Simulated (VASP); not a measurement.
# Mg (P6/mmm) in VASP: a series of runs, part 2 of 2

VASP 6.6.1. Earlier steps stand in the parts before.

## Step 3: Single point, r2SCAN (strain -0.050 along x and y, +0.050 along z)

POSCAR

```
Mg
1.0
    2.8977848105      0.0000000000      0.0000000000
   -1.4488924053      2.5095552606      0.0000000000
    0.0000000000      0.0000000000      3.1970794485
Mg
1
Direct
    0.0000000000      0.0000000000      0.0000000000
```

INCAR.step1

```
SYSTEM = Mg
PREC = Accurate
ENCUT = 520
ISMEAR = 0
SIGMA = 0.15
LREAL = .False.
LASPH = .True.
NELM = 60
NBANDS = 7
GGA = PE
ALGO = Normal
EDIFF = 1E-4
LWAVE = .True.
LCHARG = .False.
```

INCAR.step2

```
SYSTEM = Mg
PREC = Accurate
ENCUT = 520
EDIFF = 1E-6
ISMEAR = 0
SIGMA = 0.15
LREAL = .False.
LASPH = .True.
NELM = 60
ALGO = Normal
ISIF = 2
LWAVE = .False.
LCHARG = .False.
METAGGA = R2SCAN
LMIXTAU = .True.
NBANDS = 7
ISTART = 1
```

KPOINTS

```
regular mesh
0
Gamma
  18 18 16
  0 0 0
```

Potentials or basis: VASP PAW PBE potentials, release 64 (Mg).

Command:

```
$ cat potpaw_PBE.64/Mg/POTCAR > POTCAR
$ cp INCAR.step1 INCAR
$ mpirun -np 1 vasp_std > vasp.out
$ cp INCAR.step2 INCAR
$ mpirun -np 1 vasp_std > vasp.out
```

OUTCAR:

```text
SYSTEM = Mg
   PREC = Accurate
   ENCUT = 520
   EDIFF = 1E-6
   ISMEAR = 0
   LREAL = .False.
   LASPH = .True.
   NELM = 60
   ISIF = 2
   METAGGA = R2SCAN
   ISTART = 1

 ion  position               nearest neighbor table
   1  0.000  0.000  0.000-

  LATTYP: Found a hexagonal cell.
 ALAT       =     2.8977848105
 C/A-ratio  =     1.1032839419

  Lattice vectors:

 A1 = (   2.8977848105,   0.0000000000,   0.0000000000)
 A2 = (  -1.4488924053,   2.5095552606,   0.0000000000)
 A3 = (   0.0000000000,   0.0000000000,   3.1970794485)

Analysis of symmetry for initial positions (statically):
=====================================================================
 Subroutine PRICEL returns:
 Original cell was already a primitive cell.

 Routine SETGRP: Setting up the symmetry group for a
 hexagonal supercell.

 Subroutine GETGRP returns: Found 24 space group operations
 (whereof 24 operations were pure point group operations)
 out of a pool of 24 trial point group operations.

The static configuration has the point symmetry D_6h.

Analysis of symmetry for dynamics (positions and initial velocities):
[... 159 lines left out ...]

 val. band max:        2.4985283966   @ k =   0.5000  -0.0000   0.1875
 cond. band min:       2.5345900641   @ k =   0.0556  -0.0000   0.3125
 fundamental gap:      0.0360616675
 Fermi energy:         2.5141090814

 k-point     1 :       0.0000    0.0000    0.0000
  band No.  band energies     occupation
      1      -4.8123      2.00000
      2       9.9022      0.00000
      3      10.1406      0.00000
      4      17.4167      0.00000
      5      17.4167      0.00000
      6      19.7996      0.00000
      7      19.7996      0.00000
[... 221 lines left out ...]
 k-point    24 :       0.3889    0.1111    0.0000
  band No.  band energies     occupation
      1       0.2743      2.00000
      2       3.1404      0.00000
      3       9.5865      0.00000
      4      14.4908      0.00000
      5      15.4518      0.00000
      6      17.2981      0.00000
      7      17.5687      0.00000

 [... further k-points ...]

------------------------ aborting loop because EDIFF is reached ----------------------------------------

  FORCE on cell =-STRESS in cart. coord.  units (eV):
  Direction    XX          YY          ZZ          XY          YZ          ZX
  --------------------------------------------------------------------------------------
  -------------------------------------------------------------------------------------
  Total        1.0996305      1.0996305     -0.3849816     -0.0000000      0.0000000      0.0000000
  in kB       75.7776328     75.7776328    -26.5298178     -0.0000000      0.0000000      0.0000000
  external PRESSURE =      41.6751492 kB  Pullay stress =       0.0000000 kB

 VOLUME and BASIS-vectors are now :
 -----------------------------------------------------------------------------
  energy-cutoff  :      520.00
  volume of cell :       23.25
      direct lattice vectors                 reciprocal lattice vectors
     2.897784811  0.000000000  0.000000000     0.345091187  0.199238490  0.000000000
    -1.448892405  2.509555261  0.000000000     0.000000000  0.398476979  0.000000000
     0.000000000  0.000000000  3.197079448     0.000000000  0.000000000  0.312785471

 POSITION                                       TOTAL-FORCE (eV/Angst)
 -----------------------------------------------------------------------------------
      0.00000      0.00000      0.00000         0.000000      0.000000      0.000000
 -----------------------------------------------------------------------------------
    total drift:                               -0.000000     -0.000000      0.000000

  FREE ENERGIE OF THE ION-ELECTRON SYSTEM (eV)
  ---------------------------------------------------
  free  energy   TOTEN  =        -3.8048149412 eV

  energy  without entropy=       -3.8007182385  energy(sigma->0) =       -3.80276659
```

Run time: 70 s. Hardware: 1 thread of Intel Xeon 6975P-C, shared host; peak memory 0.19 GiB.

Results:

```
Free energy            : -3.8048 eV
Pressure               : 4.2 GPa
Band gap on the k mesh : zero (band 1 reaches 5.50 eV, above the bottom of band 2 at -0.50 eV)
```

Stress tensor (GPa, compression positive):
```
 7.58  0.00  0.00
 0.00  7.58  0.00
 0.00  0.00 -2.65
```

Levels at points of the mesh, in eV from the Fermi level:
```csv
k point,band 1,band 2,band 3,band 4,band 5
"(0.00, 0.00, 0.00)",-7.33,7.39,7.63,14.90,14.90
"(0.50, 0.00, 0.00)",-1.61,-0.56,9.69,10.89,12.39
"(0.00, 0.00, 0.50)",-3.86,-3.01,16.59,16.59,19.56
"(0.50, 0.00, 0.50)",1.16,3.03,3.15,3.33,13.75
```

Caveat: the cell differs from its parent crystal (strain -0.050 along x and y, +0.050 along z); the PAW data sets were made with another functional, which shifts forces and pressure a little.

## Step 4: Single point, r2SCAN (strain +0.000 along x and y, -0.050 along z)

POSCAR

```
Mg
1.0
    3.0502998005      0.0000000000      0.0000000000
   -1.5251499003      2.6416371164      0.0000000000
    0.0000000000      0.0000000000      2.8925956915
Mg
1
Direct
    0.0000000000      0.0000000000      0.0000000000
```

INCAR.step1

```
  ALGO = Normal
  EDIFF = 1E-4
  ENCUT = 520
  GGA = PE
  ISMEAR = 0
  LASPH = True
  LCHARG = False
  LREAL = False
  LWAVE = True
  NBANDS = 7
  NELM = 80
  PREC = Accurate
  SIGMA = 0.15
```

INCAR.step2

```
  ALGO = Normal
  EDIFF = 1E-6
  ENCUT = 520
  ISIF = 2
  ISMEAR = 0
  ISTART = 1
  LASPH = True
  LCHARG = True
  LELF = True
  LMIXTAU = True
  LREAL = False
  LVHAR = True
  LWAVE = False
  METAGGA = R2SCAN
  NBANDS = 7
  NELM = 80
  PREC = Accurate
  SIGMA = 0.15
```

KPOINTS

```
k-points
0
Gamma
  18 18 16
```

Command:

```
$ cat potpaw_PBE.64/Mg/POTCAR > POTCAR
$ cp INCAR.step1 INCAR
$ mpirun -np 1 vasp_std > vasp.out
$ cp INCAR.step2 INCAR
$ mpirun -np 1 vasp_std > vasp.out
```

Run time: 71 s. Hardware: 1 thread of Intel Xeon 6975P-C, shared host; peak memory 0.18 GiB.

Results (log left out):

```yaml
Free_energy: -3.8592 eV
Pressure: 1.8 GPa
Band_gap_on_the_k_mesh: zero (band 1 reaches 6.19 eV, above the bottom of band 2 at -0.05 eV)
```

Stress tensor (GPa, compression positive):
```
0.80 0.00 0.00
0.00 0.80 0.00
0.00 0.00 3.90
```

Levels at points of the mesh, in eV from the Fermi level:
| k point | band 1 | band 2 | band 3 | band 4 | band 5 | band 6 |
| --- | --- | --- | --- | --- | --- | --- |
| (0.00, 0.00, 0.00) | -7.34 | 9.36 | 11.07 | 13.20 | 13.20 | 14.50 |
| (0.50, 0.00, 0.00) | -2.02 | -1.36 | 8.72 | 9.02 | 15.25 | 16.54 |
| (0.00, 0.00, 0.50) | -2.66 | -2.60 | 16.04 | 16.04 | 17.13 | 17.13 |
| (0.50, 0.00, 0.50) | 1.96 | 2.52 | 3.04 | 3.93 | 13.00 | 13.14 |

Caveat: the cell differs from its parent crystal (strain +0.000 along x and y, -0.050 along z); the PAW data sets were made with another functional, which shifts forces and pressure a little.

## Step 5: Single point, r2SCAN (strain -0.025 along x and y, +0.000 along z)

POSCAR

```
Mg
1.0
    2.9740423055      0.0000000000      0.0000000000
   -1.4870211528      2.5755961885      0.0000000000
    0.0000000000      0.0000000000      3.0448375700
Mg
1
Direct
    0.0000000000      0.0000000000      0.0000000000
```

INCAR.step1

```
PREC     = Accurate       # precision mode
ENCUT    = 520            # plane-wave cutoff, eV
ISMEAR   = 0              # smearing method
SIGMA    = 0.15           # smearing width, eV
LREAL    = F              # projectors in reciprocal space
LASPH    = T              # aspherical terms in the spheres
NELM     = 100            # most SCF steps
NBANDS   = 7              # bands
GGA      = PE             # functional
ALGO     = Normal         # electronic algorithm
EDIFF    = 1E-4           # SCF threshold, eV
LWAVE    = T              # write WAVECAR
LCHARG   = F              # write CHGCAR
```

INCAR.step2

```
PREC     = Accurate       # precision mode
ENCUT    = 520            # plane-wave cutoff, eV
EDIFF    = 1E-7           # SCF threshold, eV
ISMEAR   = 0              # smearing method
SIGMA    = 0.15           # smearing width, eV
LREAL    = F              # projectors in reciprocal space
LASPH    = T              # aspherical terms in the spheres
NELM     = 100            # most SCF steps
ALGO     = Normal         # electronic algorithm
ISIF     = 2              # what is computed and relaxed
LWAVE    = F              # write WAVECAR
LCHARG   = F              # write CHGCAR
METAGGA  = R2SCAN         # meta-GGA
LMIXTAU  = T            
NBANDS   = 7              # bands
ISTART   = 1
```

KPOINTS

```
Automatic mesh
0
Gamma
  18 18 16
```

Command:

```
$ cat potpaw_PBE.64/Mg/POTCAR > POTCAR
$ cp INCAR.step1 INCAR
$ mpirun -np 1 vasp_std > vasp.out
$ cp INCAR.step2 INCAR
$ mpirun -np 1 vasp_std > vasp.out
```

It took 80 s on 1 thread of Intel Xeon 6975P-C, shared host; peak memory 0.19 GiB.

Results (log left out):

* Free energy: -3.8563 eV
* Pressure: 2.5 GPa
* Band gap on the k mesh: zero (band 1 reaches 5.80 eV, above the bottom of band 2 at -0.34 eV)

Stress tensor (GPa, compression positive):
```
 3.77  0.00  0.00
 0.00  3.77  0.00
 0.00  0.00 -0.05
```

Levels at points of the mesh, in eV from the Fermi level:
```tsv
k point	band 1	band 2	band 3	band 4	band 5	band 6
(0.00, 0.00, 0.00)	-7.34	8.38	9.22	14.04	14.04	15.84
(0.50, 0.00, 0.00)	-1.83	-0.97	9.23	9.92	13.69	15.04
(0.00, 0.00, 0.50)	-3.27	-2.87	16.25	16.25	18.29	18.29
(0.50, 0.00, 0.50)	1.51	2.73	3.05	3.58	13.37	13.77
```

Caveat: the cell differs from its parent crystal (strain -0.025 along x and y, +0.000 along z); the PAW data sets were made with another functional, which shifts forces and pressure a little.

## Step 6: The runs side by side

```csv
cell,gap on the mesh (eV),pressure (GPa)
"a = 2.898, b = 2.898, c = 3.121 Å, angles 90.0, 90.0, 120.0°, 1 atom",none,4.7
"a = 2.898, b = 2.898, c = 3.197 Å, angles 90.0, 90.0, 120.0°, 1 atom",none,4.2
"a = 3.050, b = 3.050, c = 2.893 Å, angles 90.0, 90.0, 120.0°, 1 atom",none,1.8
"a = 2.974, b = 2.974, c = 3.045 Å, angles 90.0, 90.0, 120.0°, 1 atom",none,2.5
```

Alike in all rows: task single point; level r2SCAN; potentials or basis VASP PAW PBE potentials, release 64 (Mg); no spin polarisation; k mesh 18 × 18 × 16; cutoff (eV) 520; smearing gaussian 0.15 eV.

Caveats: the PAW data sets were made with another functional, which shifts forces and pressure a little.

Total energies depend on the potentials used, so only differences within one code and one set of settings carry meaning.
